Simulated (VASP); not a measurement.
A run of VASP 6.6.1 is set up as follows.

The input INCAR:

```
PREC = Accurate ; ENCUT = 600
EDIFF = 1E-6 ; ISMEAR = -1
SIGMA = 0.05 ; LREAL = F
LASPH = T ; NELM = 120
ALGO = Normal ; ISIF = 2
LWAVE = F ; LCHARG = F
GGA = PE ; NBANDS = 7
GGA_COMPAT = F
```

Contents of KPOINTS:

```
regular mesh
0
Gamma
  17 17 17
```

The input POSCAR:

```
Mg
1.0
   -1.3187806309      1.3187806309      1.3187806309
    1.3187806309     -1.3187806309      1.3187806309
    1.3187806309      1.3187806309     -1.3187806309
Mg
1
Direct
    0.0000000000      0.0000000000      0.0000000000
```

Potentials or basis: VASP PAW PBE potentials, release 64 (Mg).

The run is started by

```console
$ cat potpaw_PBE.64/Mg/POTCAR > POTCAR
$ mpirun -np 1 vasp_std > vasp.out
```

Task: Estimate the band gap on the k mesh.

Result: Zero (band 1 reaches 12.90 eV, above the bottom of band 2 at 8.97 eV).

Task: What does it give for the pressure?

Result: 194.6 GPa.
